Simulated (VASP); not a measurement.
MnO2:

```xyz
6
Lattice="4.3983 0.0000 0.0000 0.0000 4.3983 0.0000 0.0000 0.0000 2.8730" Properties=species:S:1:pos:R:3 pbc="T T T"
Mn    0.0000    0.0000    0.0000
Mn    2.1991    2.1991    1.4365
O     1.3421    1.3421    0.0000
O     0.8570    3.5413    1.4365
O     3.0562    3.0562    0.0000
O     3.5413    0.8570    1.4365
```

Base run:

| Item | Value |
| --- | --- |
| Program | VASP 6.6.1 |
| Functional | PBE |
| Potentials or basis | VASP PAW PBE potentials, release 64 (Mn_pv, O) |
| Cutoff | 520 eV |
| k mesh | 6 × 6 × 10 |
| Occupations | fermi-dirac, width 0.05 eV |
| Spin | collinear spin, ferromagnetic start |
| Starting moments | [4.5, 4.5, 0.0, 0.0, 0.0, 0.0] μB |
| Hubbard terms | Mn d U = 4.0 eV |

Its results: band gap on the k mesh zero (filled and empty bands overlap); pressure 12.1 GPa; largest force 0.112 eV/Å.

Q: The run is repeated on the same cell with these changes: spin from collinear spin, ferromagnetic start to no spin polarisation; further incar settings from ALGO = Normal; EDIFF = 1e-06; NBANDS = 38 to ALGO = Normal; EDIFF = 1e-06; NBANDS = 34. What comes out?

A: Band gap on the k mesh zero (bands 25 and 26 overlap by 1.22 eV); pressure -0.3 GPa; largest force 0.777 eV/Å.

Caveats: the cell stands under pressure (at least some runs); U without spin polarisation on a metal has little footing (at least some runs).
